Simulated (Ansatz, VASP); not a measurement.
## One calculation of CdO, two programs

Contents of INCAR:

```
SYSTEM = CdO
ALGO     = Normal         ! electronic algorithm
EDIFF    = 1E-6           ! SCF threshold, eV
ENCUT    = 600            ! plane-wave cutoff, eV
GGA      = PE             ! functional
GGA_COMPAT= .False.      
ISIF     = 2              ! what is computed and relaxed
ISMEAR   = 0              ! smearing method
LASPH    = .True.         ! aspherical terms in the spheres
LCHARG   = .True.         ! write CHGCAR
LELF     = .True.         ! ELF
LREAL    = .False.        ! projectors in reciprocal space
LVHAR    = .True.       
LWAVE    = .False.        ! write WAVECAR
NBANDS   = 16             ! bands
NELM     = 120            ! most SCF steps
PREC     = Accurate       ! precision mode
SIGMA    = 0.1            ! smearing width, eV
```

File KPOINTS:

```
k-points
0
Gamma
  6 6 6
  0 0 0
```

Contents of POSCAR:

```
CdO
1.0
    0.0000000000      2.3481500000      2.3481500000
    2.3481500000      0.0000000000      2.3481500000
    2.3481500000      2.3481500000      0.0000000000
Cd O
1 1
Direct
    0.0000000000      0.0000000000      0.0000000000
    0.5000000000      0.5000000000      0.5000000000
```

Input for Ansatz:

```yaml
crystal:
  lattice:
    - [0.0, 2.34815, 2.34815]
    - [2.34815, 0.0, 2.34815]
    - [2.34815, 2.34815, 0.0]
  atoms:
    - { symbol: Cd, position: [0.0, 0.0, 0.0] }
    - { symbol: O, position: [0.5, 0.5, 0.5] }
basis:
  ecutwfc: 420
kpoints:
  mp_grid: { grid: [6, 6, 6] }
hamiltonian:
  xc: pbe
scf:
  occupations: { method: gaussian, width: 0.1 }
output:
  forces: true
  stress: true
  eigenvalues: true
```

Alike in both runs: task single point; functional PBE; k mesh 6 × 6 × 6; occupations gaussian, width 0.1 eV; no spin polarisation.

|  | VASP | Ansatz |
| --- | --- | --- |
| version | VASP 6.6.1 | Ansatz 0.2.0 |
| potentials or method | VASP PAW PBE potentials, release 64 (Cd, O), cutoff 600 eV | scalar-relativistic, plane waves, PAW |
| valence electrons in the cell | 18 | 26 |

|  | VASP | Ansatz | Ansatz less VASP |
| --- | --- | --- | --- |
| gap on the k mesh at the Fermi level (eV) | none | none | - |
| pressure (GPa) | 7.7 | 6.4 | -1.28 |

A gap of «none» marks a metal or a gap that the smearing closes. The functional is the same, so the differences come from potentials, cutoffs and numerics. VASP's potentials hold 18 valence electrons a cell and Ansatz's 26, so a difference there can come from the potentials and not from the codes.

The k mesh is coarse, so the values compare programs but aren't converged.
